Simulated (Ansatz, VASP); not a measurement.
## NbSi: VASP beside Ansatz

Contents of POSCAR:

```
NbSi
1.0
    3.1564400000      0.0000000000      0.0000000000
    0.0000000000      3.1564400000      0.0000000000
    0.0000000000      0.0000000000      3.1564400000
Nb Si
1 1
Direct
    0.0000000000      0.0000000000      0.0000000000
    0.5000000000      0.5000000000      0.5000000000
```

INCAR.step1

```
SYSTEM = NbSi
PREC = Accurate
ENCUT = 520
EDIFF = 1E-5
ISMEAR = -1
SIGMA = 0.05
LREAL = .FALSE.
LASPH = .TRUE.
NELM = 100
ALGO = Normal
ISIF = 2
LWAVE = .TRUE.
LCHARG = .FALSE.
NBANDS = 16
GGA = PE
```

INCAR.step2

```
SYSTEM = NbSi
PREC = Accurate
ENCUT = 520
EDIFF = 1E-6
ISMEAR = -1
SIGMA = 0.05
LREAL = .FALSE.
LASPH = .TRUE.
NELM = 100
ALGO = Normal
ISIF = 2
LWAVE = .FALSE.
LCHARG = .FALSE.
GGA = PE
LHFCALC = .TRUE.
AEXX = 0.25
HFSCREEN = 0.1
PRECFOCK = Normal
NBANDS = 16
ISTART = 1
```

Contents of KPOINTS:

```
Automatic mesh
0
G
  4 4 4
  0 0 0
```

The input input:

```
crystal:
  lattice:
    - [3.15644, 0.0, 0.0]
    - [0.0, 3.15644, 0.0]
    - [0.0, 0.0, 3.15644]
  atoms:
    - { symbol: Nb, position: [0.0, 0.0, 0.0] }
    - { symbol: Si, position: [0.5, 0.5, 0.5] }
hamiltonian:
  xc: { exchange: pbe, correlation: pbe, exx: { coeff: 0.25, omega: 0.1 } }
  pseudopotentials: { kind: paw }
kpoints:
  mp_grid: { grid: [4, 4, 4] }
scf:
  occupations: { method: fermi_dirac, width: 0.05 }
output:
  forces: true
  stress: true
  eigenvalues: true
```

Alike in both runs: task single point; functional PBE-based screened hybrid with a share of 0.25 of exact exchange and HFSCREEN = 0.1; k mesh 4 × 4 × 4; occupations fermi-dirac, width 0.05 eV; no spin polarisation.

|  | VASP | Ansatz |
| --- | --- | --- |
| version | VASP 6.6.1 | Ansatz 0.2.0 |
| potentials or method | VASP PAW PBE potentials, release 64 (Nb_sv, Si) | Ansatz PAW |
| plane-wave cutoff (eV) | 520 | 420 |
| valence electrons in the cell | 17 | 17 |

Ansatz gave:

| Item | Value |
| --- | --- |
| gap on the k mesh at the Fermi level (eV) | none |
| pressure (GPa) | -1.4 |

Q: What did VASP give for the same quantities?

A: gap on the k mesh at the Fermi level (eV): none; pressure (GPa): -2.2.

VASP's potentials were made for PBE, not for PBE-based screened hybrid. A gap of «none» marks a metal or a gap that the smearing closes. With one functional, cell and mesh, what is left measures potentials, basis and numerics.

The k mesh is coarse, so the values compare programs but aren't converged.
